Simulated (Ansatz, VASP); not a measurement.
**CdS in VASP and in Ansatz**

```
Cd S
1.0
    -0.10743    2.61934    2.61934
     2.61934   -0.10743    2.61934
     2.61934    2.61934   -0.10743
Cd S
1 1
Cartesian
  0.0000 0.0000 0.0000
  2.5656 2.5656 2.5656
```

Change from the starting cell: shear_111 strain -5.9%.

Alike in both runs: task single point; functional r2SCAN; k mesh 8 × 8 × 8; occupations fermi-dirac, width 0.02 eV; no spin polarisation.

|  | VASP | Ansatz |
| --- | --- | --- |
| version | VASP 6.6.1 | Ansatz 0.2.0 |
| potentials or method | VASP PAW PBE potentials, release 64 (Cd, S) | plane waves, PAW |
| plane-wave cutoff (eV) | 520 | 500 |
| valence electrons in the cell | 18 | 26 |

|  | VASP | Ansatz | Ansatz less VASP |
| --- | --- | --- | --- |
| pressure (GPa) | 6.3 | 5.7 | -0.63 |
| traceless stress, the component that is largest in VASP (GPa) | 1.42 | 1.44 | +0.021 |

VASP's potentials were made for PBE, not for r2SCAN. The functional is the same, so the differences come from potentials, cutoffs and numerics. VASP's potentials hold 18 valence electrons a cell and Ansatz's 26, so a difference there can come from the potentials and not from the codes.
